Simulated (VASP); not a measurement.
# Rh in VASP: single point with LDA

Aim: the single point of Rh with LDA.

Everything below comes from runs of VASP 6.6.1. Logs are shortened: lines on timing, memory, paths and dates and some standing lists are left out, and cuts for length are marked.

### Step 1. The cell of the first run

The cell holds a slab with vacuum, 17 atoms: a = 5.374 Å, b = 5.374 Å, c = 18.700 Å, α = 90.00°, β = 90.00°, γ = 90.00°.

### Step 2. Single point, LDA

Contents of INCAR:

```
PREC = Accurate
ENCUT = 520
EDIFF = 1E-6
ISMEAR = -1
SIGMA = 0.1
LREAL = Auto
LASPH = T
NELM = 60
ALGO = Normal
ISIF = 2
LWAVE = F
LCHARG = T
LELF = T
LVHAR = T
NBANDS = 142
```

Contents of KPOINTS:

```
Automatic mesh
0
Gamma
  3 3 1
```

Contents of POSCAR:

```
Rh
1.0
    5.3740120000      0.0000000000      0.0000000000
    0.0000000000      5.3740120000      0.0000000000
    0.0000000000      0.0000000000     18.7000000000
Rh
17
Direct
    0.2499994418      0.2499994418      0.0534759358
    0.7499983253      0.2499994418      0.0534759358
    0.2499994418      0.7499983253      0.0534759358
    0.7499983253      0.7499983253      0.0534759358
    0.0001860807      0.0143840393      0.1391871658
    0.5041856996     -0.0044287210      0.1430534759
   -0.0307591423      0.5145503955      0.1501764706
    0.4873267868      0.4866196800      0.1568449198
    0.2810377052      0.2397091782      0.2441336898
    0.7956811410      0.2579264803      0.2499090909
    0.2594709502      0.7586324705      0.2477540107
    0.7835858945      0.7607723987      0.2459197861
   -0.0141607425      0.0035355336      0.3513422460
    0.5084469480      0.0210271209      0.3532192513
    0.0181800859      0.4997383705      0.3404117647
    0.5189791165      0.4917741159      0.3463422460
    0.7748773170      0.7461464545      0.4311069519
```

Potentials or basis: VASP PAW LDA potentials, release 64 (Rh_pv).

On the command line:

```
$ cat potpaw_LDA.64/Rh_pv/POTCAR > POTCAR
$ mpirun -np 1 vasp_std > vasp.out
```

OUTCAR:

```text
PREC = Accurate
   ENCUT = 520
   EDIFF = 1E-6
   ISMEAR = -1
   LREAL = Auto
   LASPH = T
   NELM = 60
   ISIF = 2

 ion  position               nearest neighbor table
   1  0.250  0.250  0.053-   5 2.44   6 2.56   8 2.64   3 2.69   2 2.69   3 2.69   2 2.69   7 2.75

   2  0.750  0.250  0.053-   5 2.45   6 2.53   7 2.58   4 2.69   1 2.69   1 2.69   4 2.69   8 2.71

   3  0.250  0.750  0.053-   5 2.53   6 2.53   7 2.67   4 2.69   1 2.69   1 2.69   4 2.69   8 2.71

   4  0.750  0.750  0.053-   7 2.50   6 2.51   5 2.53   3 2.69   2 2.69   2 2.69   3 2.69   8 2.78

   5  0.000  0.014  0.139-   1 2.44   2 2.45   3 2.53   4 2.53   6 2.67  12 2.68  10 2.68   7 2.70
                             7 2.70   6 2.71   9 2.76  11 2.82
   6  0.504  0.996  0.143-   4 2.51   3 2.53   2 2.53   1 2.56   9 2.59   8 2.65   5 2.67  11 2.68
                             5 2.71  12 2.75   8 2.75  10 2.90
   7  0.969  0.515  0.150-  12 2.44  10 2.50   4 2.50   2 2.58   8 2.60   3 2.67   5 2.70   5 2.70
                            11 2.74   1 2.75   8 2.79   9 2.84
   8  0.487  0.487  0.157-   9 2.38  11 2.55   7 2.60   1 2.64   6 2.65  10 2.70   2 2.71   3 2.71
                            12 2.73   6 2.75   4 2.78   7 2.79
   9  0.281  0.240  0.244-   8 2.38  11 2.59   6 2.59  10 2.61  14 2.65  16 2.67  15 2.68   5 2.76
                            10 2.77  11 2.79   7 2.84  13 2.85
  10  0.796  0.258  0.250-  15 2.45   7 2.50  13 2.55   9 2.61  16 2.65  12 2.67   5 2.68   8 2.70
                            12 2.70   9 2.77  14 2.78   6 2.90
  11  0.259  0.759  0.248-   8 2.55  12 2.56  15 2.57   9 2.59   6 2.68  16 2.72   7 2.74  13 2.77
                            14 2.77   9 2.79  12 2.82   5 2.82
  12  0.784  0.761  0.246-   7 2.44  11 2.56  15 2.58  13 2.60  10 2.67   5 2.68  10 2.70   8 2.73
                             6 2.75  16 2.76  11 2.82  14 2.86
  13  0.986  0.004  0.351-  17 2.33  10 2.55  14 2.57  12 2.60  15 2.68  15 2.72  11 2.77  14 2.81
                             9 2.85
  14  0.508  0.021  0.353-  17 2.52  16 2.53  13 2.57   9 2.65  11 2.77  10 2.78  13 2.81  16 2.85
                            12 2.86
  15  0.018  0.500  0.340-  10 2.45  17 2.52  11 2.57  12 2.58  13 2.68   9 2.68  16 2.69  16 2.69
                            13 2.72
  16  0.519  0.492  0.346-  17 2.50  14 2.53  10 2.65   9 2.67  15 2.69  15 2.69  11 2.72  12 2.76
                            14 2.85
  17  0.775  0.746  0.431-  13 2.33  16 2.50  15 2.52  14 2.52

  LATTYP: Found a simple tetragonal cell.
 ALAT       =     5.3740120000
 C/A-ratio  =     3.4797093866

  Lattice vectors:

 A1 = (   5.3740120000,   0.0000000000,   0.0000000000)
 A2 = (   0.0000000000,   5.3740120000,   0.0000000000)
 A3 = (   0.0000000000,   0.0000000000,  18.7000000000)

Analysis of symmetry for initial positions (statically):
=====================================================================
 Subroutine PRICEL returns:
 Original cell was already a primitive cell.

 Routine SETGRP: Setting up the symmetry group for a
 simple tetragonal supercell.

 Subroutine GETGRP returns: Found  1 space group operations
 (whereof  1 operations were pure point group operations)
 out of a pool of 16 trial point group operations.

The static configuration has the point symmetry C_1 .

Analysis of symmetry for dynamics (positions and initial velocities):
=====================================================================
 Subroutine PRICEL returns:
 Original cell was already a primitive cell.

 Routine SETGRP: Setting up the symmetry group for a
 simple tetragonal supercell.

 Subroutine GETGRP returns: Found  1 space group operations
 (whereof  1 operations were pure point group operations)
 out of a pool of 16 trial point group operations.

The dynamic configuration has the point symmetry C_1 .

 Subroutine INISYM returns: Found  1 space group operations
 (whereof  1 operations are pure point group operations),
 and found     1 'primitive' translations

----------------------------------------------------------------------------------------

                                     Primitive cell

  volume of cell :     540.0561

  direct lattice vectors                    reciprocal lattice vectors
     5.374012000  0.000000000  0.000000000     0.186080716  0.000000000  0.000000000
     0.000000000  5.374012000  0.000000000     0.000000000  0.186080716  0.000000000
     0.000000000  0.000000000 18.700000000     0.000000000  0.000000000  0.053475936

  length of vectors
     5.374012000  5.374012000 18.700000000     0.186080716  0.186080716  0.053475936

  position of ions in fractional coordinates (direct lattice)
     0.249999442  0.249999442  0.053475936
     0.749998325  0.249999442  0.053475936
     0.249999442  0.749998325  0.053475936
     0.749998325  0.749998325  0.053475936
     0.000186081  0.014384039  0.139187166
     0.504185700  0.995571279  0.143053476
[... 9 lines left out ...]
     0.518979116  0.491774116  0.346342246
     0.774877317  0.746146454  0.431106952

  ion indices of the primitive-cell ions
   primitive index   ion index
                 1           1
                 2           2
                 3           3
                 4           4
                 5           5
                 6           6
[... 9 lines left out ...]
                16          16
                17          17

----------------------------------------------------------------------------------------

 KPOINTS: Automatic mesh

Automatic generation of k-mesh.
 Grid dimensions read from file:
 generate k-points for:    3    3    1

 Generating k-lattice:

  Cartesian coordinates                     Fractional coordinates (reciprocal lattice)
     0.062026905  0.000000000  0.000000000     0.333333333  0.000000000  0.000000000
     0.000000000  0.062026905  0.000000000     0.000000000  0.333333333  0.000000000
     0.000000000  0.000000000  0.053475936     0.000000000  0.000000000  1.000000000

  Length of vectors
     0.062026905  0.062026905  0.053475936

  Shift w.r.t. Gamma in fractional coordinates (k-lattice)
     0.000000000  0.000000000  0.000000000

 Subroutine IBZKPT returns following result:
 ===========================================

 Found      5 irreducible k-points:

 Following reciprocal coordinates:
            Coordinates               Weight
  0.000000  0.000000  0.000000      1.000000
  0.333333  0.000000  0.000000      2.000000
  0.000000  0.333333  0.000000      2.000000
  0.333333  0.333333  0.000000      2.000000
 -0.333333  0.333333  0.000000      2.000000
   k-points           NKPTS =      5   k-points in BZ     NKDIM =      5   number of bands    NBANDS=    142
   number of dos      NEDOS =    301   number of ions     NIONS =     17
   total plane-waves  NPLWV = 224000
   dimension x,y,z NGX =    40 NGY =   40 NGZ =  140
   dimension x,y,z NGXF=    80 NGYF=   80 NGZF=  280
   ions per type =              17
   NGX,Y,Z   is equivalent  to a cutoff of  12.37, 12.37, 12.45 a.u.
   NGXF,Y,Z  is equivalent  to a cutoff of  24.75, 24.75, 24.89 a.u.
 SYSTEM =  unknown system
   PREC   = accura    normal or accurate (medium, high low for compatibility)
   ISTART =      0    job   : 0-new  1-cont  2-samecut
   ICHARG =      2    charge: 1-file 2-atom 10-const
   ISPIN  =      1    spin polarized calculation?
   LNONCOLLINEAR =      F non collinear calculations
   LSORBIT =      F    spin-orbit coupling
   LASPH  =      T    aspherical Exc in radial PAW
   ENCUT  =  520.0 eV  38.22 Ry    6.18 a.u.   9.99  9.99 34.77*2*pi/ulx,y,z
   NELM   =     60;   NELMIN=  2; NELMDL= -5     # of ELM steps
   EDIFF  = 0.1E-05   stopping-criterion for ELM
   LREAL  =      T    real-space projection
   EDIFFG = 0.1E-04   stopping-criterion for IOM
   NSW    =      0    number of steps for IOM
   IBRION =     -1    ionic relax: 0-MD 1-quasi-New 2-CG
   NFREE  =      0    steps in history (QN), initial steepest desc. (CG)
   ISIF   =      2    stress and relaxation
   ISYM   =      2    0-nonsym 1-usesym 2-fastsym
   POTIM  = 0.5000    time-step for ionic-motion
   TEBEG  =    0.0;   TEEND  =   0.0 temperature during run
   PSTRESS=    0.0 pullay stress
   NELECT =     255.0000    total number of electrons
   NUPDOWN=      -1.0000    fix difference up-down
   EMIN   =  10.00;   EMAX   =-10.00  energy-range for DOS
   EFERMI =   0.00;   METHOD = LEGACY
   ISMEAR =    -1;   SIGMA  =   0.10  broadening in eV -4-tet -1-fermi 0-gaus
   EFERMI_NEDOS =   21; number of points for ismear=-14 and -15
   IALGO  =     38    algorithm
   IMIX   =      4    mixing-type and parameters
     AMIX     =   0.40;   BMIX     =  1.00
     AMIX_MAG =   1.60;   BMIX_MAG =  1.00
  volume/ion in A,a.u.               =      31.77       214.38
  Fermi-wavevector in a.u.,A,eV,Ry     =   1.274800  2.409022 22.111020  1.625114
  Thomas-Fermi vector in A             =   2.407547
   LORBIT       =      0    0 simple, 1 ext, 2 COOP (PROOUT), +10 PAW based schemes
   GGA     = CA    functional components
   LHFCALC =     F    Hartree Fock is set to
   AEXX    =    0.0000 exact exchange contribution
   IVDW    =     0    specifies the selected vdW correction
   LEPSILON=     F    determine dielectric tensor
   LRPA    =     F    only Hartree local field effects (RPA)
 non-spin polarized calculation
  energy-cutoff  :      520.00
  volume of cell :      540.06
 maximum number of plane-waves:     14586
   NGX = 19   NGY = 19   NGZ = 69

 number of electron     254.9999995 magnetization

 Free energy of the ion-electron system (eV)
  ---------------------------------------------------
  ext. energy  EPLUGINS =         0.00000000
  ---------------------------------------------------
  free energy    TOTEN  =      -134.16093695 eV

  energy without entropy =     -133.11322596  energy(sigma->0) =     -133.63708146

 E-fermi :   2.1937     XC(G=0):  -7.2972

 val. band max:        2.1916274243   @ k =   0.0000   0.0000   0.0000
 cond. band min:       2.2126057979   @ k =   0.0000   0.3333   0.0000
 fundamental gap:      0.0209783736
 Fermi energy:         2.1937159294

 k-point     1 :       0.0000    0.0000    0.0000
  band No.  band energies     occupation
      1     -44.9574      2.00000
      2     -44.9202      2.00000
      3     -44.8963      2.00000
      4     -44.8671      2.00000
      5     -44.8054      2.00000
      6     -44.7807      2.00000
[... 131 lines left out ...]
    138       3.1664      0.00012
    139       3.4268      0.00001

 k-point     2 :       0.3333    0.0000    0.0000
  band No.  band energies     occupation
      1     -44.9308      2.00000
      2     -44.9034      2.00000
      3     -44.8757      2.00000
      4     -44.8034      2.00000
      5     -44.7641      2.00000
      6     -44.7378      2.00000
[... 131 lines left out ...]
    138       2.8830      0.00203
    139       3.0112      0.00056

 k-point     3 :       0.0000    0.3333    0.0000
  band No.  band energies     occupation
      1     -44.9183      2.00000
      2     -44.8832      2.00000
      3     -44.8661      2.00000
      4     -44.8252      2.00000
      5     -44.7781      2.00000
      6     -44.7502      2.00000
[... 131 lines left out ...]
    138       2.8701      0.00231
    139       3.0042      0.00060

 k-point     4 :       0.3333    0.3333    0.0000
  band No.  band energies     occupation
      1     -44.8929      2.00000
      2     -44.8498      2.00000
      3     -44.8261      2.00000
      4     -44.7815      2.00000
      5     -44.7458      2.00000
      6     -44.7047      2.00000
[... 131 lines left out ...]
    138       2.8155      0.00398
    139       2.9340      0.00122

 k-point     5 :      -0.3333    0.3333    0.0000
  band No.  band energies     occupation
      1     -44.8921      2.00000
      2     -44.8560      2.00000
      3     -44.8219      2.00000
      4     -44.7778      2.00000
      5     -44.7470      2.00000
      6     -44.7034      2.00000
[... 131 lines left out ...]
    138       2.8081      0.00428
    139       2.9600      0.00094
 [bands above 139 left out]

------------------------ aborting loop because EDIFF is reached ----------------------------------------

  FORCE on cell =-STRESS in cart. coord.  units (eV):
  Direction    XX          YY          ZZ          XY          YZ          ZX
  --------------------------------------------------------------------------------------
  -------------------------------------------------------------------------------------
  Total       -8.9005224     -9.1583531      3.3139922      1.2010311     -2.3590926     -4.0544217
  in kB      -26.4050632    -27.1699662      9.8315771      3.5630833     -6.9986891    -12.0281998
  external PRESSURE =     -14.5811507 kB  Pullay stress =       0.0000000 kB

 VOLUME and BASIS-vectors are now :
 -----------------------------------------------------------------------------
  energy-cutoff  :      520.00
  volume of cell :      540.06
      direct lattice vectors                 reciprocal lattice vectors
     5.374012000  0.000000000  0.000000000     0.186080716  0.000000000  0.000000000
     0.000000000  5.374012000  0.000000000     0.000000000  0.186080716  0.000000000
     0.000000000  0.000000000 18.700000000     0.000000000  0.000000000  0.053475936

 POSITION                                       TOTAL-FORCE (eV/Angst)
 -----------------------------------------------------------------------------------
      1.34350      1.34350      1.00000         0.291369      0.998986     -0.262894
      4.03050      1.34350      1.00000        -0.537353      0.953140     -0.672790
      1.34350      4.03050      1.00000         0.069408     -0.769679     -0.020602
      4.03050      4.03050      1.00000        -0.392233     -0.543105     -0.416811
      0.00100      0.07730      2.60280         0.361056     -0.692437      1.988018
      2.70950      5.35021      2.67510         0.113108     -0.129301      1.002530
[... 9 lines left out ...]
      2.78900      2.64280      6.47660        -0.190577      0.271256     -0.475374
      4.16420      4.00980      8.06170        -0.771705     -0.574988      0.515472
 -----------------------------------------------------------------------------------
    total drift:                                0.000811     -0.002181     -0.000882

  FREE ENERGIE OF THE ION-ELECTRON SYSTEM (eV)
  ---------------------------------------------------
  free  energy   TOTEN  =      -134.1609369517 eV

  energy  without entropy=     -133.1132259586  energy(sigma->0) =     -133.63708146
```

Wall time 44 min (1 thread of AMD EPYC, shared host); peak memory 0.49 GiB.

What came out:

- Free energy: -134.1609 eV
- Largest force: 2.965 eV/Å
- Band gap on the k mesh: zero (an odd number of electrons rules out a gap without spin polarisation)

Forces on the atoms (eV/Å):
```
Rh   0.291  0.999 -0.263
Rh  -0.537  0.953 -0.673
Rh   0.069 -0.770 -0.021
Rh  -0.392 -0.543 -0.417
Rh   0.361 -0.692  1.988
Rh   0.113 -0.129  1.003
Rh   2.307 -0.550 -1.248
Rh   1.186  1.288 -2.393
Rh  -1.051 -0.376  1.899
Rh  -1.919 -1.072 -0.272
Rh   0.330  0.126  0.515
Rh  -1.950  0.558  1.060
Rh   1.883  0.688 -1.052
Rh  -0.535 -0.131 -1.032
Rh   0.806 -0.045  0.865
Rh  -0.191  0.271 -0.475
Rh  -0.772 -0.575  0.515
```

Caveat: the k points lie up to 0.39 Å⁻¹ apart, too coarse for converged energies and pressures of a metal.
